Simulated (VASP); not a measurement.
Crystal: ScZn3.

```
CELL_PARAMETERS angstrom
0.00000 3.15639 3.15639
3.15639 0.00000 3.15639
3.15639 3.15639 0.00000
ATOMIC_POSITIONS crystal
Sc 0.00000 0.00000 0.00000
Zn 0.25000 0.25000 0.25000
Zn 0.75000 0.75000 0.75000
Zn 0.50000 0.50000 0.50000
```

| Item | Value |
| --- | --- |
| Program | VASP 6.6.1 |
| Task | relaxation of cell and atoms |
| Functional | LDA |
| Potentials or basis | VASP PAW LDA potentials, release 64 (Sc_sv, Zn) |
| Cutoff | 600 eV |
| k mesh | 11 × 11 × 11 |
| Occupations | gaussian, width 0.05 eV |
| Spin | no spin polarisation |

At the start: pressure -5.8 GPa; volume 15.72 Å³/atom.

Where does the relaxation end?

Over 3 steps the energy falls by 18.1 meV/atom and the volume is 14.76 Å³/atom (-6.1 %); space group Fm-3m (No. 225, to 0.1 Å) before and after.

Step by step:
```csv
step,energy change (eV),largest force (eV/Å),pressure (GPa),volume (Å³)
1,0.0000,0.0000,-5.76,62.89
2,-0.0649,0.0000,2.06,57.89
3,-0.0724,0.0000,-0.02,59.04
```

Final structure:
```
Sc Zn
1.0
     0.00000    3.09056    3.09056
     3.09056    0.00000    3.09056
     3.09056    3.09056    0.00000
Sc Zn
1 3
Direct
  0.00000 0.00000 0.00000
  0.25000 0.25000 0.25000
  0.75000 0.75000 0.75000
  0.50000 0.50000 0.50000
```
